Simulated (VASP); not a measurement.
RbBr, 2 atoms in the cell. It takes space group Fm-3m (No. 225, cubic). Conventional cell: a = 6.922 Å, b = 6.922 Å, c = 6.922 Å, α = 90.00°, β = 90.00°, γ = 90.00°. Within 4.5 Å of Rb (site symmetry m-3m) lie 6 Br at 3.46 Å. Br (site symmetry m-3m) has 6 Rb at 3.46 Å within 4.5 Å. 

```yaml
Program: VASP 6.6.1
Task: single point
Functional: PBEsol
Potentials_or_basis: VASP PAW PBE potentials, release 64 (Rb_sv, Br)
Cutoff: 500 eV
k_mesh: 4 × 4 × 4
Occupations: gaussian, width 0.01 eV
Spin: no spin polarisation
Dipole_correction: no
Further_INCAR_settings: ALGO = Normal; EDIFF = 1e-06; NBANDS = 15
```

Potentials or basis: VASP PAW PBE potentials, release 64 (Rb_sv, Br).

The run is started by

```console
$ cat potpaw_PBE.64/Rb_sv/POTCAR potpaw_PBE.64/Br/POTCAR > POTCAR
$ mpirun -np 1 vasp_std > vasp.out
```

Hardware: 1 thread of Intel Xeon 8259CL (shared host).

Task: How long does it take, and how much memory?

Result: Run time: 27 s on 1 thread of Intel Xeon 8259CL, with other jobs on the host, peak memory 0.2 GiB. Counts: scf iterations 13, k points 8.
